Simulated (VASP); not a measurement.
# LiCu (P4/mmm) in VASP: a series of runs, part 2 of 2

VASP 6.6.1. The steps go on from the part before.

## 5. Single point, PBE (volume scaled by 1.10, then relaxed in part)

INCAR

```
PREC = Accurate ; ENCUT = 520
EDIFF = 1E-6 ; ISMEAR = 0
SIGMA = 0.1 ; LREAL = False
LASPH = True ; NELM = 80
ALGO = Fast ; ISIF = 2
LWAVE = False ; LCHARG = False
GGA = PE ; NBANDS = 14
```

KPOINTS

```
Automatic mesh
0
Gamma
  20 20 16
```

POSCAR

```
LiCu
1.0
    2.6551741687      0.0000000000      0.0000000000
    0.0000000000      2.6551741687      0.0000000000
    0.0000000000      0.0000000000      4.0250118913
Li Cu
1 1
Direct
    0.5000000000      0.5000000000      0.5000000000
    0.0000000000      0.0000000000      0.0000000000
```

Potentials or basis: VASP PAW PBE potentials, release 64 (Li_sv, Cu).

Launch:

```console
> cat potpaw_PBE.64/Li_sv/POTCAR potpaw_PBE.64/Cu/POTCAR > POTCAR
> mpirun -np 1 vasp_std > vasp.out
```

OUTCAR:

```text
PREC = Accurate
   ENCUT = 520
   EDIFF = 1E-6
   ISMEAR = 0
   LREAL = False
   LASPH = True
   NELM = 80
   ISIF = 2
   GGA = PE

 ion  position               nearest neighbor table
   1  0.500  0.500  0.500-
   2  0.000  0.000  0.000-

  LATTYP: Found a simple tetragonal cell.
 ALAT       =     2.6551741687
 C/A-ratio  =     1.5159125675

  Lattice vectors:

 A1 = (   2.6551741687,   0.0000000000,   0.0000000000)
 A2 = (   0.0000000000,   2.6551741687,   0.0000000000)
 A3 = (   0.0000000000,   0.0000000000,   4.0250118913)

Analysis of symmetry for initial positions (statically):
=====================================================================
 Subroutine PRICEL returns:
 Original cell was already a primitive cell.

 Routine SETGRP: Setting up the symmetry group for a
 simple tetragonal supercell.

 Subroutine GETGRP returns: Found 16 space group operations
 (whereof 16 operations were pure point group operations)
 out of a pool of 16 trial point group operations.

The static configuration has the point symmetry D_4h.

Analysis of symmetry for dynamics (positions and initial velocities):
=====================================================================
 Subroutine PRICEL returns:
 Original cell was already a primitive cell.

 Routine SETGRP: Setting up the symmetry group for a
 simple tetragonal supercell.

 Subroutine GETGRP returns: Found 16 space group operations
 (whereof 16 operations were pure point group operations)
 out of a pool of 16 trial point group operations.

The dynamic configuration has the point symmetry D_4h.

 Subroutine INISYM returns: Found 16 space group operations
 (whereof 16 operations are pure point group operations),
 and found     1 'primitive' translations

----------------------------------------------------------------------------------------

                                     Primitive cell

  volume of cell :      28.3761

  direct lattice vectors                    reciprocal lattice vectors
     2.655174169  0.000000000  0.000000000     0.376623128  0.000000000  0.000000000
     0.000000000  2.655174169  0.000000000     0.000000000  0.376623128  0.000000000
     0.000000000  0.000000000  4.025011891     0.000000000  0.000000000  0.248446471

  length of vectors
     2.655174169  2.655174169  4.025011891     0.376623128  0.376623128  0.248446471

  position of ions in fractional coordinates (direct lattice)
     0.500000000  0.500000000  0.500000000
     0.000000000  0.000000000  0.000000000

  ion indices of the primitive-cell ions
   primitive index   ion index
                 1           1
                 2           2

----------------------------------------------------------------------------------------

 KPOINTS: Automatic mesh

Automatic generation of k-mesh.
 Grid dimensions read from file:
 generate k-points for:   20   20   16
[... 23 lines left out ...]
  0.100000  0.000000  0.000000      4.000000
  0.150000  0.000000  0.000000      4.000000
  0.200000  0.000000  0.000000      4.000000
  0.250000  0.000000  0.000000      4.000000
[... 16 lines left out ...]
  0.150000  0.100000  0.000000      8.000000
  0.200000  0.100000  0.000000      8.000000
 [... further k-points ...]
   k-points           NKPTS =    594   k-points in BZ     NKDIM =    594   number of bands    NBANDS=     14
   number of dos      NEDOS =    301   number of ions     NIONS =      2
   total plane-waves  NPLWV =  12000
   dimension x,y,z NGX =    20 NGY =   20 NGZ =   30
   dimension x,y,z NGXF=    40 NGYF=   40 NGZF=   60
   ions per type =               1   1
   NGX,Y,Z   is equivalent  to a cutoff of  12.52, 12.52, 12.39 a.u.
   NGXF,Y,Z  is equivalent  to a cutoff of  25.04, 25.04, 24.78 a.u.
 SYSTEM =  unknown system
   PREC   = accura    normal or accurate (medium, high low for compatibility)
   ISTART =      0    job   : 0-new  1-cont  2-samecut
   ICHARG =      2    charge: 1-file 2-atom 10-const
   ISPIN  =      1    spin polarized calculation?
   LNONCOLLINEAR =      F non collinear calculations
   LSORBIT =      F    spin-orbit coupling
   LASPH  =      T    aspherical Exc in radial PAW
   ENCUT  =  520.0 eV  38.22 Ry    6.18 a.u.   4.94  4.94  7.48*2*pi/ulx,y,z
   NELM   =     80;   NELMIN=  2; NELMDL= -5     # of ELM steps
   EDIFF  = 0.1E-05   stopping-criterion for ELM
   LREAL  =      F    real-space projection
   EDIFFG = 0.1E-04   stopping-criterion for IOM
   NSW    =      0    number of steps for IOM
   IBRION =     -1    ionic relax: 0-MD 1-quasi-New 2-CG
   NFREE  =      0    steps in history (QN), initial steepest desc. (CG)
   ISIF   =      2    stress and relaxation
   ISYM   =      2    0-nonsym 1-usesym 2-fastsym
   POTIM  = 0.5000    time-step for ionic-motion
   TEBEG  =    0.0;   TEEND  =   0.0 temperature during run
   PSTRESS=    0.0 pullay stress
   NELECT =      14.0000    total number of electrons
   NUPDOWN=      -1.0000    fix difference up-down
   EMIN   =  10.00;   EMAX   =-10.00  energy-range for DOS
   EFERMI =   0.00;   METHOD = LEGACY
   ISMEAR =     0;   SIGMA  =   0.10  broadening in eV -4-tet -1-fermi 0-gaus
   EFERMI_NEDOS =   21; number of points for ismear=-14 and -15
   IALGO  =     68    algorithm
   IMIX   =      4    mixing-type and parameters
     AMIX     =   0.40;   BMIX     =  1.00
     AMIX_MAG =   1.60;   BMIX_MAG =  1.00
  volume/ion in A,a.u.               =      14.19        95.75
  Fermi-wavevector in a.u.,A,eV,Ry     =   1.293599  2.444548 22.767978  1.673399
  Thomas-Fermi vector in A             =   2.425235
   LORBIT       =      0    0 simple, 1 ext, 2 COOP (PROOUT), +10 PAW based schemes
   GGA     = PE    functional components
   LHFCALC =     F    Hartree Fock is set to
   AEXX    =    0.0000 exact exchange contribution
   IVDW    =     0    specifies the selected vdW correction
   LEPSILON=     F    determine dielectric tensor
   LRPA    =     F    only Hartree local field effects (RPA)
 non-spin polarized calculation
 RMM-DIIS sequential band-by-band and
 Gauss-broadening in eV      SIGMA  =   0.10
  energy-cutoff  :      520.00
  volume of cell :       28.38
 maximum number of plane-waves:       780
 NGX is ok and might be reduce to    20
   NGX =  9   NGY =  9   NGZ = 15

 number of electron      14.0000011 magnetization

 Free energy of the ion-electron system (eV)
  ---------------------------------------------------
  ext. energy  EPLUGINS =         0.00000000
  ---------------------------------------------------
  free energy    TOTEN  =        -5.64902509 eV

  energy without entropy =       -5.64551334  energy(sigma->0) =       -5.64726922

 E-fermi :   3.5731     XC(G=0):  -9.8295

 val. band max:        3.5701019662   @ k =   0.5000   0.1000   0.3125
 cond. band min:       3.5737419381   @ k =   0.5000   0.1000   0.3125
 fundamental gap:      0.0036399719
 Fermi energy:         3.5731096868

 k-point     1 :       0.0000    0.0000    0.0000
  band No.  band energies     occupation
      1     -42.2065      2.00000
      2      -2.7694      2.00000
      3       0.3391      2.00000
      4       0.4731      2.00000
      5       1.5263      2.00000
      6       1.5263      2.00000
      7       1.8545      2.00000
      8       4.6281      0.00000
      9       9.3378      0.00000
     10      15.7331      0.00000
     11      15.7331      0.00000
     12      18.9516      0.00000
     13      23.3999      0.00000
     14      24.2259      0.00000
[... 377 lines left out ...]
      1     -42.1936      2.00000
      2      -1.7923      2.00000
      3       0.5665      2.00000
      4       0.7038      2.00000
      5       1.0897      2.00000
      6       1.4600      2.00000
      7       1.6347      2.00000
      8       6.1262      0.00000
      9       9.1888      0.00000
     10      11.4172      0.00000
     11      15.2135      0.00000
     12      19.0112      0.00000
     13      19.5606      0.00000
     14      22.7100      0.00000

 [... further k-points ...]

------------------------ aborting loop because EDIFF is reached ----------------------------------------

  FORCE on cell =-STRESS in cart. coord.  units (eV):
  Direction    XX          YY          ZZ          XY          YZ          ZX
  --------------------------------------------------------------------------------------
  -------------------------------------------------------------------------------------
  Total       -0.6964183     -0.6964183     -0.7437134      0.0000000      0.0000000      0.0000000
  in kB      -39.3212724    -39.3212724    -41.9916562      0.0000000      0.0000000      0.0000000
  external PRESSURE =     -40.2114003 kB  Pullay stress =       0.0000000 kB

 VOLUME and BASIS-vectors are now :
 -----------------------------------------------------------------------------
  energy-cutoff  :      520.00
  volume of cell :       28.38
      direct lattice vectors                 reciprocal lattice vectors
     2.655174169  0.000000000  0.000000000     0.376623128  0.000000000  0.000000000
     0.000000000  2.655174169  0.000000000     0.000000000  0.376623128  0.000000000
     0.000000000  0.000000000  4.025011891     0.000000000  0.000000000  0.248446471

 POSITION                                       TOTAL-FORCE (eV/Angst)
 -----------------------------------------------------------------------------------
      1.32759      1.32759      2.01251         0.000000      0.000000      0.000000
      0.00000      0.00000      0.00000         0.000000      0.000000      0.000000
 -----------------------------------------------------------------------------------
    total drift:                               -0.000000      0.000000      0.000000

  FREE ENERGIE OF THE ION-ELECTRON SYSTEM (eV)
  ---------------------------------------------------
  free  energy   TOTEN  =        -5.6490250918 eV

  energy  without entropy=       -5.6455133410  energy(sigma->0) =       -5.64726922
```

OSZICAR:

```text
N       E                     dE             d eps       ncg     rms          rms(c)
DAV:   1     0.637627730304E+02    0.63763E+02   -0.65825E+03 16938   0.134E+03
DAV:   2    -0.208770675331E+01   -0.65850E+02   -0.60431E+02 17268   0.227E+02
DAV:   3    -0.715742256322E+01   -0.50697E+01   -0.49123E+01 31520   0.547E+01
DAV:   4    -0.725029841697E+01   -0.92876E-01   -0.92724E-01 17824   0.676E+00
DAV:   5    -0.725243820998E+01   -0.21398E-02   -0.21395E-02 24000   0.988E-01    0.119E+01
RMM:   6    -0.872249419054E+01   -0.14701E+01   -0.19526E+01 21632   0.712E+01    0.112E+01
RMM:   7    -0.573110648857E+01    0.29914E+01   -0.52099E+00 20277   0.380E+01    0.174E+00
RMM:   8    -0.564999179887E+01    0.81115E-01   -0.39155E-01 21104   0.107E+01    0.167E-01
RMM:   9    -0.564944560243E+01    0.54620E-03   -0.12494E-02 22700   0.121E+00    0.185E-01
RMM:  10    -0.564913264977E+01    0.31295E-03   -0.57370E-03 23250   0.916E-01    0.134E-01
RMM:  11    -0.564895736090E+01    0.17529E-03   -0.12187E-03 24523   0.515E-01    0.243E-02
RMM:  12    -0.564901000248E+01   -0.52642E-04   -0.45793E-04 26056   0.180E-01    0.221E-02
RMM:  13    -0.564902101470E+01   -0.11012E-04   -0.17670E-04 24197   0.211E-01    0.294E-02
RMM:  14    -0.564901860508E+01    0.24096E-05   -0.90404E-05 25619   0.994E-02    0.500E-03
RMM:  15    -0.564902335933E+01   -0.47542E-05   -0.28273E-05 26678   0.414E-02    0.778E-03
RMM:  16    -0.564902473004E+01   -0.13707E-05   -0.89944E-06 24651   0.238E-02    0.709E-03
RMM:  17    -0.564902509181E+01   -0.36177E-06   -0.34011E-06 20750   0.169E-02
   1 F= -.56490251E+01 E0= -.56472692E+01  d E =-.351175E-02
```

Wall time 2.3 min (1 thread of Intel Xeon 6975P-C (Granite Rapids), shared host); peak memory 0.32 GiB.

Results:

- Free energy: -5.6490 eV
- Band gap on the k mesh: zero (band 7 reaches 8.24 eV, above the bottom of band 8 at 1.81 eV)

Caveat: the cutoff is under 1.25 times the usual one of these potentials, so pressure, stress and relaxed cells hold a basis-set (Pulay) error.

## 6. Summary

```csv
cell,gap on the mesh (eV)
"a = 2.579, b = 2.579, c = 3.879 Å, 2 atoms",none
"a = 2.604, b = 2.604, c = 3.917 Å, 2 atoms",none
"a = 2.629, b = 2.629, c = 3.955 Å, 2 atoms",none
"a = 2.655, b = 2.655, c = 4.025 Å, 2 atoms",none
```

Alike in all rows: task single point; level PBE; potentials or basis VASP PAW PBE potentials, release 64 (Li_sv, Cu); no spin polarisation; k mesh 20 × 20 × 16; cutoff (eV) 520; smearing gaussian 0.1 eV.

Caveats: the cutoff is under 1.25 times the usual one of these potentials, so pressure, stress and relaxed cells hold a basis-set (Pulay) error.

Absolute energies hang on the potentials; compare differences alone.
